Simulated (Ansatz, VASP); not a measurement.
One calculation of GaSb, two programs

```xyz
2
Lattice="0.0000 2.9432 2.9432 2.9432 0.0000 2.9432 2.9432 2.9432 0.0000" Properties=species:S:1:pos:R:3 pbc="T T T"
Ga    0.0000    0.0000    0.0000
Sb    1.4716    1.4716    1.4716
```

Change from the starting cell: hydrostatic strain -4.0%.

Alike in both runs: task single point; functional PBE; k mesh 8 × 8 × 8; occupations fermi-dirac, width 0.02 eV; no spin polarisation.

```csv
,VASP,Ansatz
version,VASP 6.6.1,Ansatz 0.2.0
potentials or method,"VASP PAW PBE potentials, release 64 (Ga_d, Sb)","plane waves, PAW"
plane-wave cutoff (eV),520,420
valence electrons in the cell,18,28
```

```csv
,VASP,Ansatz,Ansatz less VASP
pressure (GPa),10.8,10.7,-0.12
```

With one functional, cell and mesh, what is left measures potentials, basis and numerics. VASP's potentials hold 18 valence electrons a cell and Ansatz's 28, so a difference there can come from the potentials and not from the codes.

Spin-orbit coupling is off throughout.
